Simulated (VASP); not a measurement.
Crystal: NaHgF3.

```
Na Hg F
1.0
     4.10078    0.00000    0.00000
     0.00000    4.10078    0.00000
     0.00000    0.00000    4.10078
Na Hg F
1 1 3
Direct
  0.00000 0.00000 0.00000
  0.50000 0.50000 0.50000
  0.00000 0.50000 0.50000
  0.50000 0.00000 0.50000
  0.50000 0.50000 0.00000
```

* Program: VASP 6.6.1
* Task: relaxation of cell and atoms
* Functional: PBE
* Potentials or basis: VASP PAW PBE potentials, release 64 (Na_pv, Hg, F)
* Cutoff: 600 eV
* k mesh: 6 × 6 × 6
* Occupations: gaussian, width 0.1 eV
* Spin: no spin polarisation

At the start: pressure 37.3 GPa; volume 13.79 Å³/atom.

Task: How do energy, volume and symmetry change on relaxing?

Result: Over 4 steps the energy falls by 447.1 meV/atom and the volume is 18.96 Å³/atom (+37.5 %); space group Pm-3m (No. 221, to 0.05 Å).

The path:
| step | energy change (eV) | largest force (eV/Å) | pressure (GPa) | volume (Å³) |
| --- | --- | --- | --- | --- |
| 1 | 0.0000 | 0.0000 | 37.29 | 68.96 |
| 2 | -2.0169 | 0.0000 | -5.63 | 106.21 |
| 3 | -2.2332 | 0.0000 | 0.65 | 93.68 |
| 4 | -2.2353 | 0.0000 | -0.06 | 94.80 |

Final structure:
```
CELL_PARAMETERS angstrom
4.55973 0.00000 0.00000
0.00000 4.55973 0.00000
0.00000 0.00000 4.55973
ATOMIC_POSITIONS crystal
Na 0.00000 0.00000 0.00000
Hg 0.50000 0.50000 0.50000
F 0.00000 0.50000 0.50000
F 0.50000 0.00000 0.50000
F 0.50000 0.50000 0.00000
```

Caveat: the volume moved by over 15 % at a fixed basis, so the end points are rough.
